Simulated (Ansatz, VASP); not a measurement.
# Ta in VASP and in Ansatz

POSCAR

```
Ta
1.0
   -3.4065687068      3.4061344947      1.3993216123
    3.4061344947     -3.4065687068      1.3993216123
    1.7809663249      1.7809663249     -1.4001168724
Ta
2
Direct
    0.9999358771      0.0000641229      0.0000000000
    0.7500641229      0.2499358771      0.5000000000
```

INCAR.step1

```
SYSTEM = Ta
ALGO = Normal ; EDIFF = 1E-4
ENCUT = 520 ; GGA = PE
ISMEAR = -1 ; LASPH = .True.
LCHARG = .False. ; LREAL = .False.
LWAVE = .True. ; NBANDS = 18
NELM = 60 ; PREC = Accurate
SIGMA = 0.1
```

Contents of INCAR.step2:

```
SYSTEM = Ta
ALGO = Normal ; EDIFF = 1E-6
ENCUT = 520 ; ISIF = 2
ISMEAR = -1 ; ISTART = 1
LASPH = .True. ; LCHARG = .True.
LELF = .True. ; LMIXTAU = .True.
LREAL = .False. ; LVHAR = .True.
LWAVE = .False. ; METAGGA = R2SCAN
NBANDS = 18 ; NELM = 60
PREC = Accurate ; SIGMA = 0.1
```

The input KPOINTS:

```
k-points
0
Gamma
  14 14 14
  0 0 0
```

Input for Ansatz:

```yaml
crystal:
  lattice:
    - [-3.4065687068, 3.4061344947, 1.3993216123]
    - [3.4061344947, -3.4065687068, 1.3993216123]
    - [1.7809663249, 1.7809663249, -1.4001168724]
  atoms:
    - { symbol: Ta, position: [0.9999358771, 6.41229e-05, 0.0] }
    - { symbol: Ta, position: [0.7500641229, 0.2499358771, 0.5] }
hamiltonian:
  xc: r2scan
  pseudopotentials:
    kind: paw
    azcp:
      Ta: "pseudopotentials/Ta.paw.azcp"
basis:
  ecutwfc: 500
  fft_grid_basis: typed
kpoints:
  mp_grid: { grid: [14, 14, 14], shift: [0, 0, 0] }
magnetization:
  spin_polarized: false
scf:
  occupations: { method: fermi_dirac, width: 0.1 }
  lower_state_search: "off"
output:
  stress: true
```

Alike in both runs: task single point; functional r2SCAN; k mesh 14 × 14 × 14; occupations fermi-dirac, width 0.1 eV; no spin polarisation.

|  | VASP | Ansatz |
| --- | --- | --- |
| version | VASP 6.6.1 | Ansatz 0.2.0 |
| potentials or method | VASP PAW PBE potentials, release 64 (Ta_pv), cutoff 520 eV | plane waves (500 eV) with PAW, scalar-relativistic |
| valence electrons in the cell | 22 | 26 |

```tsv
	VASP	Ansatz	Ansatz less VASP
pressure (GPa)	19.7	18.8	-0.85
traceless stress, the component that is largest in VASP (GPa)	-1.27	-1.32	-0.056
```

VASP's potentials were made for PBE, not for r2SCAN. With one functional, cell and mesh, what is left measures potentials, basis and numerics. VASP's potentials hold 22 valence electrons a cell and Ansatz's 26, so a difference there can come from the potentials and not from the codes.

Spin-orbit coupling is off throughout.
